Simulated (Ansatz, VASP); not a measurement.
Two plane-wave programs on BN

```
B N
1.0
     0.02864    1.79169    1.79169
     1.79169    0.02864    1.79169
     1.79169    1.79169    0.02864
B N
1 1
Direct
  0.00000 0.00000 0.00000
  0.25000 0.25000 0.25000
```

Change from the starting cell: strained cell.

Alike in both runs: task relaxation of the atoms; functional LDA; k mesh 9 × 9 × 9; occupations gaussian, width 0.02 eV; no spin polarisation.

```csv
,VASP,Ansatz
version,VASP 6.6.1,Ansatz 0.2.0
potentials or method,"VASP PAW LDA potentials, release 64 (B, N), cutoff 520 eV","scalar-relativistic, plane waves, PAW"
valence electrons in the cell,8,8
```

Ansatz gave:

```
gap on the k mesh at the Fermi level, each at its own relaxed structure (eV) : 4.50
```

**Question.** What did VASP give for the same quantities?

**Answer.** gap on the k mesh at the Fermi level, each at its own relaxed structure (eV): 4.49.

Ansatz warns that its potentials were made for another functional, while VASP's fit it. LDA's correlation is that of Perdew and Zunger in VASP and of Perdew and Wang (1992) in Ansatz. Ansatz's warnings: stress scf threshold loose.
